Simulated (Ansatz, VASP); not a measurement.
**One calculation of HgTe, two programs**

```
CELL_PARAMETERS angstrom
0.00000 3.06232 3.38468
3.06232 0.00000 3.38468
3.06232 3.06232 0.00000
ATOMIC_POSITIONS crystal
Hg 0.00000 0.00000 0.00000
Te 0.75000 0.75000 0.75000
```

Change from the starting cell: strain -0.050 along x and y, +0.050 along z, atoms carried along.

Alike in both runs: task single point; functional PBEsol; k mesh 14 × 14 × 14; occupations gaussian, width 0.15 eV; no spin polarisation.

|  | VASP | Ansatz |
| --- | --- | --- |
| version | VASP 6.6.1 | Ansatz 0.2.0 |
| potentials or method | VASP PAW PBE potentials, release 64 (Hg, Te), cutoff 520 eV | scalar-relativistic, plane waves, PAW |
| valence electrons in the cell | 18 | 36 |

VASP gave:

| Quantity | Value |
| --- | --- |
| gap on the k mesh at the Fermi level (eV) | none |
| pressure (GPa) | 4.2 |
| traceless stress, the component that is largest in VASP (GPa) | -1.08 |

Problem. Estimate Ansatz's values.

Solution. gap on the k mesh at the Fermi level (eV): none; pressure (GPa): 4.1; traceless stress, the component that is largest in VASP (GPa): -1.08.

VASP's potentials were made for PBE, not for PBEsol. A gap of «none» marks a metal or a gap that the smearing closes. VASP's potentials hold 18 valence electrons a cell and Ansatz's 36, so a difference there can come from the potentials and not from the codes.

Spin-orbit coupling is off throughout.
